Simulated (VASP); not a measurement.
# CuBiH3 (Pm-3m) in VASP: further runs, part 2 of 2

VASP 6.6.1.

### Step 3. Single point, PBE

This run uses another cell than the first one, of 11.71 Å³/atom, 0.809 times its volume.

Contents of INCAR:

```
  ALGO = Normal
  EDIFF = 1E-6
  ENCUT = 520
  GGA = PE
  ISIF = 2
  ISMEAR = 0
  LASPH = True
  LCHARG = False
  LREAL = False
  LWAVE = False
  NBANDS = 22
  NELM = 60
  PREC = Accurate
  SIGMA = 0.1
```

Contents of KPOINTS:

```
k-points
0
Gamma
  6 6 6
```

Contents of POSCAR:

```
CuBiH3
1.0
    3.8827152558      0.0000000000      0.0000000000
    0.0000000000      3.8827152558      0.0000000000
    0.0000000000      0.0000000000      3.8827152558
Cu Bi H
1 1 3
Direct
    0.0000000000      0.0000000000      0.0000000000
    0.5000000000      0.5000000000      0.5000000000
    0.0000000000      0.5000000000      0.5000000000
    0.5000000000      0.0000000000      0.5000000000
    0.5000000000      0.5000000000      0.0000000000
```

Potentials or basis: VASP PAW PBE potentials, release 64 (Cu, Bi_d, H).

Started as:

```console
cat potpaw_PBE.64/Cu/POTCAR potpaw_PBE.64/Bi_d/POTCAR potpaw_PBE.64/H/POTCAR > POTCAR
mpirun -np 1 vasp_std > vasp.out
```

OUTCAR:

```text
EDIFF = 1E-6
   ENCUT = 520
   GGA = PE
   ISIF = 2
   ISMEAR = 0
   LASPH = True
   LREAL = False
   NELM = 60
   PREC = Accurate

 ion  position               nearest neighbor table
   1  0.000  0.000  0.000-
   2  0.500  0.500  0.500-   3 1.94   4 1.94   5 1.94   5 1.94   4 1.94   3 1.94
   3  0.000  0.500  0.500-   2 1.94   2 1.94
   4  0.500  0.000  0.500-   2 1.94   2 1.94
   5  0.500  0.500  0.000-   2 1.94   2 1.94

  LATTYP: Found a simple cubic cell.
 ALAT       =     3.8827152558

  Lattice vectors:

 A1 = (   3.8827152558,   0.0000000000,   0.0000000000)
 A2 = (   0.0000000000,   3.8827152558,   0.0000000000)
 A3 = (   0.0000000000,   0.0000000000,   3.8827152558)

Analysis of symmetry for initial positions (statically):
=====================================================================
 Subroutine PRICEL returns:
 Original cell was already a primitive cell.

 Routine SETGRP: Setting up the symmetry group for a
 simple cubic supercell.

 Subroutine GETGRP returns: Found 48 space group operations
 (whereof 48 operations were pure point group operations)
 out of a pool of 48 trial point group operations.

The static configuration has the point symmetry O_h .

Analysis of symmetry for dynamics (positions and initial velocities):
=====================================================================
 Subroutine PRICEL returns:
 Original cell was already a primitive cell.

 Routine SETGRP: Setting up the symmetry group for a
 simple cubic supercell.

 Subroutine GETGRP returns: Found 48 space group operations
 (whereof 48 operations were pure point group operations)
 out of a pool of 48 trial point group operations.

The dynamic configuration has the point symmetry O_h .
[... 115 lines left out ...]
   ISMEAR =     0;   SIGMA  =   0.10  broadening in eV -4-tet -1-fermi 0-gaus
   EFERMI_NEDOS =   21; number of points for ismear=-14 and -15
   IALGO  =     38    algorithm
   IMIX   =      4    mixing-type and parameters
     AMIX     =   0.40;   BMIX     =  1.00
     AMIX_MAG =   1.60;   BMIX_MAG =  1.00
  volume/ion in A,a.u.               =      11.71        79.00
  Fermi-wavevector in a.u.,A,eV,Ry     =   1.295404  2.447959 22.831555  1.678072
  Thomas-Fermi vector in A             =   2.426926
   LORBIT       =      0    0 simple, 1 ext, 2 COOP (PROOUT), +10 PAW based schemes
   GGA     = PE    functional components
   LHFCALC =     F    Hartree Fock is set to
   AEXX    =    0.0000 exact exchange contribution
   IVDW    =     0    specifies the selected vdW correction
   LEPSILON=     F    determine dielectric tensor
   LRPA    =     F    only Hartree local field effects (RPA)
 non-spin polarized calculation
 Gauss-broadening in eV      SIGMA  =   0.10
  energy-cutoff  :      520.00
  volume of cell :       58.53
 maximum number of plane-waves:      1596
 NGX is ok and might be reduce to    30
   NGX = 15   NGY = 15   NGZ = 15

 number of electron      28.9999972 magnetization

 Free energy of the ion-electron system (eV)
  ---------------------------------------------------
  ext. energy  EPLUGINS =         0.00000000
  ---------------------------------------------------
  free energy    TOTEN  =       -12.73749369 eV

  energy without entropy =      -12.72324495  energy(sigma->0) =      -12.73036932

 E-fermi :   5.7438     XC(G=0): -10.2313

 val. band max:        5.7094591216   @ k =   0.1667   0.1667   0.0000
 cond. band min:       5.7474259994   @ k =   0.5000   0.1667   0.1667
 fundamental gap:      0.0379668779
 Fermi energy:         5.7437996820

 k-point     1 :       0.0000    0.0000    0.0000
  band No.  band energies     occupation
      1     -17.7207      2.00000
      2     -17.7207      2.00000
      3     -17.4955      2.00000
      4     -17.4955      2.00000
      5     -17.4955      2.00000
      6      -8.3342      2.00000
[... 489 lines left out ...]
     21      15.7243      0.00000
     22      23.6759      0.00000

------------------------ aborting loop because EDIFF is reached ----------------------------------------

  FORCE on cell =-STRESS in cart. coord.  units (eV):
  Direction    XX          YY          ZZ          XY          YZ          ZX
  --------------------------------------------------------------------------------------
  -------------------------------------------------------------------------------------
  Total        4.7185706      4.7185706      4.7185706      0.0000000      0.0000000     -0.0000000
  in kB      129.1559499    129.1559499    129.1559499      0.0000000      0.0000000     -0.0000000
  external PRESSURE =     129.1559499 kB  Pullay stress =       0.0000000 kB

 VOLUME and BASIS-vectors are now :
 -----------------------------------------------------------------------------
  energy-cutoff  :      520.00
  volume of cell :       58.53
      direct lattice vectors                 reciprocal lattice vectors
     3.882715256  0.000000000  0.000000000     0.257551722  0.000000000  0.000000000
     0.000000000  3.882715256  0.000000000     0.000000000  0.257551722  0.000000000
     0.000000000  0.000000000  3.882715256     0.000000000  0.000000000  0.257551722

 POSITION                                       TOTAL-FORCE (eV/Angst)
 -----------------------------------------------------------------------------------
      0.00000      0.00000      0.00000         0.000000      0.000000      0.000000
      1.94136      1.94136      1.94136         0.000000      0.000000      0.000000
      0.00000      1.94136      1.94136         0.000000      0.000000      0.000000
      1.94136      0.00000      1.94136         0.000000      0.000000      0.000000
      1.94136      1.94136      0.00000         0.000000      0.000000      0.000000
 -----------------------------------------------------------------------------------
    total drift:                                0.000000      0.000000      0.000000

  FREE ENERGIE OF THE ION-ELECTRON SYSTEM (eV)
  ---------------------------------------------------
  free  energy   TOTEN  =       -12.7374936911 eV

  energy  without entropy=      -12.7232449523  energy(sigma->0) =      -12.73036932
```

OSZICAR:

```text
N       E                     dE             d eps       ncg     rms          rms(c)
DAV:   1     0.235619527742E+03    0.23562E+03   -0.14189E+04   896   0.167E+03
DAV:   2     0.585079008096E+01   -0.22977E+03   -0.22173E+03   886   0.380E+02
DAV:   3    -0.130838452680E+02   -0.18935E+02   -0.18465E+02  1102   0.122E+02
DAV:   4    -0.137118809137E+02   -0.62804E+00   -0.62737E+00   988   0.230E+01
DAV:   5    -0.137549465523E+02   -0.43066E-01   -0.43064E-01  1518   0.585E+00    0.758E+00
DAV:   6    -0.139655131790E+02   -0.21057E+00   -0.24122E+01  1166   0.571E+01    0.656E+00
DAV:   7    -0.127881575431E+02    0.11774E+01   -0.43214E+00  1086   0.366E+01    0.174E+00
DAV:   8    -0.128026179211E+02   -0.14460E-01   -0.13761E+00  1320   0.131E+01    0.204E+00
DAV:   9    -0.127450934517E+02    0.57524E-01   -0.85597E-01  1216   0.120E+01    0.611E-01
DAV:  10    -0.127384472381E+02    0.66462E-02   -0.32507E-02  1288   0.247E+00    0.240E-01
DAV:  11    -0.127374904958E+02    0.95674E-03   -0.54054E-03  1364   0.874E-01    0.472E-02
DAV:  12    -0.127374961692E+02   -0.56734E-05   -0.42111E-04  1378   0.178E-01    0.772E-03
DAV:  13    -0.127374951286E+02    0.10406E-05   -0.81296E-06  1180   0.252E-02    0.300E-03
DAV:  14    -0.127374939352E+02    0.11934E-05   -0.24278E-06   720   0.197E-02    0.276E-03
DAV:  15    -0.127374936911E+02    0.24408E-06   -0.77010E-07   638   0.133E-02
   1 F= -.12737494E+02 E0= -.12730369E+02  d E =-.142487E-01
```

stdout:

```text
POSCAR found type information on POSCAR CuBiH
 POSCAR found :  3 types and       5 ions
 scaLAPACK will be used
 LDA part: xc-table for (Slater+PW92), standard interpolation
 POSCAR, INCAR and KPOINTS ok, starting setup
 FFT: planning ... GRIDC
 FFT: planning ... GRID_SOFT
 FFT: planning ... GRID
 WAVECAR not read
 entering main loop
```

It took 14 s on 1 thread of Intel Xeon 6975P-C (Granite Rapids), shared host; peak memory 0.17 GiB.

Results:

```
Free energy : -12.7375 eV
Pressure    : 12.9 GPa
```

Caveat: spin-orbit coupling is left out, which moves the levels of the heavy elements.
